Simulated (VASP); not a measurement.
Write the native input for VASP 6.6.1 that does the following.

* Task: single point
* Functional: PBE
* Dispersion: D3(BJ)
* Potentials or basis: VASP PAW PBE potentials, release 64 (Ti_sv, C)
* Cutoff: 520 eV
* k mesh: 11 × 11 × 11
* Occupations: fermi-dirac, width 0.05 eV
* Spin: no spin polarisation
* Dipole correction: no
* Further INCAR settings: ALGO = Normal; EDIFF = 1e-06; NBANDS = 15

The structure of TiC lies in POSCAR:

```
TiC
1.0
    0.0000000000      2.1456620940      2.1456620940
    2.1456620940      0.0000000000      2.1456620940
    2.1456620940      2.1456620940      0.0000000000
Ti C
1 1
Direct
    0.0000000000      0.0000000000      0.0000000000
    0.5000000000      0.5000000000      0.5000000000
```

These files were run (other wordings do the same):

INCAR

```
PREC     = Accurate       # precision mode
ENCUT    = 520            # plane-wave cutoff, eV
EDIFF    = 1E-6           # SCF threshold, eV
ISMEAR   = -1             # smearing method
SIGMA    = 0.05           # smearing width, eV
LREAL    = False          # projectors in reciprocal space
LASPH    = True           # aspherical terms in the spheres
NELM     = 100            # most SCF steps
ALGO     = Normal         # electronic algorithm
ISIF     = 2              # what is computed and relaxed
LWAVE    = False          # write WAVECAR
LCHARG   = False          # write CHGCAR
GGA      = PE             # functional
IVDW     = 12             # dispersion correction
NBANDS   = 15             # bands
```

KPOINTS

```
Automatic mesh
0
Gamma
  11 11 11
```

Potentials or basis: VASP PAW PBE potentials, release 64 (Ti_sv, C).

The run is started by

```bash
$ cat potpaw_PBE.64/Ti_sv/POTCAR potpaw_PBE.64/C/POTCAR > POTCAR
$ mpirun -np 1 vasp_std > vasp.out
```

Results of the run:

The pressure is 0.2 GPa and the band gap on the k mesh is zero (band 8 reaches 10.45 eV, above the bottom of band 9 at 9.33 eV). The dispersion energy per atom is -0.459 eV.

Caveat: pairwise dispersion overbinds metals, which lowers pressure and volume.

Run time: 20 s on 1 thread of AMD EPYC 7R43 64-Core Processor (Zen 3) (shared host), peak memory 0.12 GiB.
